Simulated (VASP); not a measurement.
# AlCo (P4/mmm) in VASP: further runs, part 2 of 2

VASP 6.6.1. Earlier steps stand in the parts before.

## (5) Single point, PBEsol (strain +0.015 along x and y, -0.015 along z)

File INCAR:

```
ALGO = Normal
EDIFF = 1E-7
ENCUT = 520
GGA = PS
ISIF = 2
ISMEAR = 0
LASPH = True
LCHARG = False
LREAL = False
LWAVE = False
NBANDS = 13
NELM = 100
PREC = Accurate
SIGMA = 0.15
```

File KPOINTS:

```
k-points
0
Gamma
  16 16 16
```

File POSCAR:

```
AlCo
1.0
    2.8616942581      0.0000000000      0.0000000000
    0.0000000000      2.8616942581      0.0000000000
    0.0000000000      0.0000000000      2.7771121618
Al Co
1 1
Direct
    0.0000000000      0.0000000000      0.0000000000
    0.5000000000      0.5000000000      0.5000000000
```

Potentials or basis: VASP PAW PBE potentials, release 64 (Al, Co).

On the command line:

```bash
$ cat potpaw_PBE.64/Al/POTCAR potpaw_PBE.64/Co/POTCAR > POTCAR
$ mpirun -np 1 vasp_std > vasp.out
```

OUTCAR:

```text
EDIFF = 1E-7
   ENCUT = 520
   GGA = PS
   ISIF = 2
   ISMEAR = 0
   LASPH = True
   LREAL = False
   NELM = 100
   PREC = Accurate

 ion  position               nearest neighbor table
   1  0.000  0.000  0.000-   2 2.45   2 2.45   2 2.45   2 2.45   2 2.45   2 2.45   2 2.45   2 2.45

   2  0.500  0.500  0.500-   1 2.45   1 2.45   1 2.45   1 2.45   1 2.45   1 2.45   1 2.45   1 2.45

  LATTYP: Found a simple tetragonal cell.
 ALAT       =     2.8616942581
 C/A-ratio  =     0.9704433498

  Lattice vectors:

 A1 = (   2.8616942581,   0.0000000000,   0.0000000000)
 A2 = (   0.0000000000,   2.8616942581,   0.0000000000)
 A3 = (   0.0000000000,   0.0000000000,   2.7771121618)

Analysis of symmetry for initial positions (statically):
=====================================================================
 Subroutine PRICEL returns:
 Original cell was already a primitive cell.

 Routine SETGRP: Setting up the symmetry group for a
 simple tetragonal supercell.

 Subroutine GETGRP returns: Found 16 space group operations
 (whereof 16 operations were pure point group operations)
 out of a pool of 16 trial point group operations.

The static configuration has the point symmetry D_4h.

Analysis of symmetry for dynamics (positions and initial velocities):
=====================================================================
 Subroutine PRICEL returns:
 Original cell was already a primitive cell.

 Routine SETGRP: Setting up the symmetry group for a
 simple tetragonal supercell.

 Subroutine GETGRP returns: Found 16 space group operations
 (whereof 16 operations were pure point group operations)
 out of a pool of 16 trial point group operations.

The dynamic configuration has the point symmetry D_4h.

 Subroutine INISYM returns: Found 16 space group operations
 (whereof 16 operations are pure point group operations),
 and found     1 'primitive' translations

----------------------------------------------------------------------------------------

                                     Primitive cell

[... 121 lines left out ...]
 non-spin polarized calculation
 Gauss-broadening in eV      SIGMA  =   0.15
  energy-cutoff  :      520.00
  volume of cell :       22.74
 maximum number of plane-waves:       630
 NGX is ok and might be reduce to    24
   NGX = 11   NGY = 11   NGZ = 11

 number of electron      12.0000001 magnetization

 Free energy of the ion-electron system (eV)
  ---------------------------------------------------
  ext. energy  EPLUGINS =         0.00000000
  ---------------------------------------------------
  free energy    TOTEN  =       -13.07636376 eV

  energy without entropy =      -13.06587616  energy(sigma->0) =      -13.07111996

 E-fermi :  10.6522     XC(G=0): -12.4709

 val. band max:       10.6447481294   @ k =   0.5000   0.3125   0.0000
 cond. band min:      10.6673379514   @ k =   0.5000   0.3125   0.0625
 fundamental gap:      0.0225898220
 Fermi energy:        10.6521549760

 k-point     1 :       0.0000    0.0000    0.0000
  band No.  band energies     occupation
      1      -0.5045      2.00000
      2       7.5952      2.00000
      3       7.6500      2.00000
      4       9.7689      2.00000
      5       9.8935      2.00000
      6       9.8935      2.00000
      7      16.3695      0.00000
      8      16.3695      0.00000
      9      17.4901      0.00000
     10      19.4027      0.00000
     11      19.5802      0.00000
     12      26.2045      0.00000
     13      32.0427      0.00000
[... 354 lines left out ...]
  band No.  band energies     occupation
      1       3.9001      2.00000
      2       4.2200      2.00000
      3       8.2699      2.00000
      4       8.7549      2.00000
      5       9.1214      2.00000
      6       9.8822      2.00000
      7      10.7559      0.32811
      8      17.9286      0.00000
      9      19.0426      0.00000
     10      22.4990      0.00000
     11      22.6320      0.00000
     12      23.1362      0.00000
     13      27.2815      0.00000

 [... further k-points ...]

------------------------ aborting loop because EDIFF is reached ----------------------------------------

  FORCE on cell =-STRESS in cart. coord.  units (eV):
  Direction    XX          YY          ZZ          XY          YZ          ZX
  --------------------------------------------------------------------------------------
  -------------------------------------------------------------------------------------
  Total       -0.5364558     -0.5364558      0.2837486      0.0000000      0.0000000      0.0000000
  in kB      -37.7924157    -37.7924157     19.9896181      0.0000000      0.0000000      0.0000000
  external PRESSURE =     -18.5317377 kB  Pullay stress =       0.0000000 kB

 VOLUME and BASIS-vectors are now :
 -----------------------------------------------------------------------------
  energy-cutoff  :      520.00
  volume of cell :       22.74
      direct lattice vectors                 reciprocal lattice vectors
     2.861694258  0.000000000  0.000000000     0.349443340  0.000000000  0.000000000
     0.000000000  2.861694258  0.000000000     0.000000000  0.349443340  0.000000000
     0.000000000  0.000000000  2.777112162     0.000000000  0.000000000  0.360086285

 POSITION                                       TOTAL-FORCE (eV/Angst)
 -----------------------------------------------------------------------------------
      0.00000      0.00000      0.00000         0.000000      0.000000      0.000000
      1.43085      1.43085      1.38856         0.000000      0.000000      0.000000
 -----------------------------------------------------------------------------------
    total drift:                                0.000000     -0.000000     -0.000000

  FREE ENERGIE OF THE ION-ELECTRON SYSTEM (eV)
  ---------------------------------------------------
  free  energy   TOTEN  =       -13.0763637617 eV

  energy  without entropy=      -13.0658761575  energy(sigma->0) =      -13.07111996
```

OSZICAR:

```text
N       E                     dE             d eps       ncg     rms          rms(c)
DAV:   1     0.354691751873E+02    0.35469E+02   -0.52328E+03 10711   0.972E+02
DAV:   2    -0.133224707747E+02   -0.48792E+02   -0.44414E+02 11060   0.173E+02
DAV:   3    -0.149632640638E+02   -0.16408E+01   -0.16287E+01 12885   0.366E+01
DAV:   4    -0.149873905384E+02   -0.24126E-01   -0.24120E-01 12308   0.402E+00
DAV:   5    -0.149882129558E+02   -0.82242E-03   -0.82240E-03 13295   0.811E-01    0.135E+01
DAV:   6    -0.179648520132E+02   -0.29766E+01   -0.66389E+01 12140   0.104E+02    0.182E+01
DAV:   7    -0.131238083752E+02    0.48410E+01   -0.31084E+01 12400   0.659E+01    0.192E+00
DAV:   8    -0.130912736240E+02    0.32535E-01   -0.18837E-01 12228   0.326E+00    0.117E+00
DAV:   9    -0.130768195359E+02    0.14454E-01   -0.21244E-02 14075   0.172E+00    0.301E-01
DAV:  10    -0.130763848003E+02    0.43474E-03   -0.42843E-04 12763   0.165E-01    0.139E-01
DAV:  11    -0.130763643306E+02    0.20470E-04   -0.22369E-05 13504   0.402E-02    0.996E-03
DAV:  12    -0.130763638280E+02    0.50267E-06   -0.17469E-06 14272   0.128E-02    0.500E-03
DAV:  13    -0.130763637617E+02    0.66299E-07   -0.12142E-07  8912   0.287E-03
   1 F= -.13076364E+02 E0= -.13071120E+02  d E =-.104876E-01
```

stdout:

```text
POSCAR found type information on POSCAR AlCo
 POSCAR found :  2 types and       2 ions
 scaLAPACK will be used
 -----------------------------------------------------------------------------
|                                                                             |
|                                                                             |
|     You enforced a specific xc type in the INCAR file but a different       |
|     I HOPE YOU KNOW WHAT YOU ARE DOING!                                     |
|                                                                             |
 -----------------------------------------------------------------------------

 LDA part: xc-table for (Slater+PW92), standard interpolation
 POSCAR, INCAR and KPOINTS ok, starting setup
 FFT: planning ... GRIDC
 FFT: planning ... GRID_SOFT
 FFT: planning ... GRID
 WAVECAR not read
 entering main loop
```

It took 1.7 min on 1 thread of Intel Xeon 8259CL, shared host; peak memory 0.24 GiB.

Results:

| Item | Value |
| --- | --- |
| Free energy | -13.0764 eV |
| Pressure | -1.9 GPa |
| Band gap on the k mesh | zero (bands 6 and 7 overlap by 2.66 eV) |

Caveat: the cell differs from its parent crystal (strain +0.015 along x and y, -0.015 along z); the PAW data sets were made with another functional, which shifts forces and pressure a little; the run has no spin polarisation, though such a crystal can be magnetic.

## (6) Single point, PBEsol (strain +0.000 along x and y, +0.030 along z)

File INCAR:

```
SYSTEM = AlCo
PREC = Accurate ; ENCUT = 520
EDIFF = 1E-7 ; ISMEAR = 0
SIGMA = 0.15 ; LREAL = .FALSE.
LASPH = .TRUE. ; NELM = 80
ALGO = Normal ; ISIF = 2
LWAVE = .FALSE. ; LCHARG = .TRUE.
GGA = PS ; LELF = .TRUE.
LVHAR = .TRUE. ; NBANDS = 13
```

File KPOINTS:

```
regular mesh
0
G
  16 16 16
  0 0 0
```

File POSCAR:

```
AlCo
1.0
    2.8194032100      0.0000000000      0.0000000000
    0.0000000000      2.8194032100      0.0000000000
    0.0000000000      0.0000000000      2.9039853063
Al Co
1 1
Direct
    0.0000000000      0.0000000000      0.0000000000
    0.5000000000      0.5000000000      0.5000000000
```

Potentials or basis: VASP PAW PBE potentials, release 64 (Al, Co).

On the command line:

```bash
$ cat potpaw_PBE.64/Al/POTCAR potpaw_PBE.64/Co/POTCAR > POTCAR
$ mpirun -np 1 vasp_std > vasp.out
```

Wall time 2 min (1 thread of Intel Xeon 8259CL, shared host); peak memory 0.25 GiB.

It converged, with:

```yaml
Free_energy: -13.0714 eV
Pressure: -4.5 GPa
Band_gap_on_the_k_mesh: zero (bands 6 and 7 overlap by 2.59 eV)
```

Stress tensor (GPa, compression positive):
```
-3.25  0.00  0.00
 0.00 -3.25  0.00
 0.00  0.00 -7.08
```

Levels at points of the mesh, in eV from the Fermi level:
```csv
k point,band 2,band 3,band 4,band 5,band 6,band 7,band 8,band 9,band 10,band 11
"(0.00, 0.00, 0.00)",-2.97,-2.93,-0.81,-0.81,-0.70,5.31,6.38,6.38,8.67,8.91
"(0.50, 0.00, 0.00)",-6.57,-2.34,-1.80,-1.58,-0.69,0.30,8.44,10.02,11.00,11.28
"(0.50, 0.50, 0.00)",-3.01,-2.50,-2.50,-1.55,-1.55,-0.15,2.64,3.74,12.35,15.40
"(0.00, 0.00, 0.50)",-6.67,-2.40,-1.60,-1.60,-0.61,0.03,8.47,10.91,10.91,11.81
"(0.50, 0.00, 0.50)",-3.07,-2.79,-2.61,-1.41,-1.38,-0.25,2.37,3.47,13.09,15.96
"(0.50, 0.50, 0.50)",-3.89,-3.89,-0.23,-0.12,2.34,2.45,2.45,4.21,5.31,5.31
```

Caveat: the cell differs from its parent crystal (strain +0.000 along x and y, +0.030 along z); the cell stands under tension; the PAW data sets were made with another functional, which shifts forces and pressure a little; the run has no spin polarisation, though such a crystal can be magnetic. Spin polarisation is off, so any magnetic state and its effect on volume and gap are missing.

## (7) Overview

| cell | gap on the mesh (eV) | pressure (GPa) |
| --- | --- | --- |
| a = 2.777, b = 2.777, c = 2.904 Å, 2 atoms | none | 0.7 |
| a = 2.862, b = 2.862, c = 2.735 Å, 2 atoms | none | 1.2 |
| a = 2.819, b = 2.819, c = 2.862 Å, 2 atoms | none | -2.1 |
| a = 2.862, b = 2.862, c = 2.777 Å, 2 atoms | none | -1.9 |
| a = 2.819, b = 2.819, c = 2.904 Å, 2 atoms | none | -4.5 |

Alike in all rows: task single point; level PBEsol; potentials or basis VASP PAW PBE potentials, release 64 (Al, Co); no spin polarisation; k mesh 16 × 16 × 16; cutoff (eV) 520; smearing gaussian 0.15 eV.

Caveats: the PAW data sets were made with another functional, which shifts forces and pressure a little; the run has no spin polarisation, though such a crystal can be magnetic; the cell stands under tension (at least some runs).

Total energies depend on the potentials used, so only differences within one code and one set of settings carry meaning.
